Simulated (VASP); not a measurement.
Here is a VASP 6.6.1 calculation.

File INCAR:

```
ALGO = Normal
EDIFF = 1E-8
ENCUT = 520
GGA = CA
ISIF = 2
ISMEAR = -1
LASPH = True
LCHARG = False
LEFG = True
LREAL = False
LWAVE = False
NBANDS = 11
NELM = 60
PREC = Accurate
SIGMA = 0.03
```

Contents of KPOINTS:

```
k-points
0
Gamma
  16 16 16
```

Contents of POSCAR:

```
C
1.0
    0.0000000000      1.7893249605      1.7893249605
    1.7893249605      0.0000000000      1.7893249605
    1.7893249605      1.7893249605      0.0000000000
C
2
Direct
    0.5000000000      0.5000000000      0.5000000000
    0.7500000000      0.7500000000      0.7500000000
```

Potentials or basis: VASP PAW LDA potentials, release 64 (C).

The run is started by

```console
$ cat potpaw_LDA.64/C/POTCAR > POTCAR
$ mpirun -np 1 vasp_std > vasp.out
```

Problem. What does it give for the band gap on the k mesh?

Solution. 4.08 eV, indirect (least direct gap 5.51 eV).

Problem. Predict the pressure.

Solution. -15.8 GPa.

Caveat: without QUAD_EFG the Cq values of the log hold for a quadrupole moment of 1 mb, not for the nuclei. A k mesh can miss the band edges.
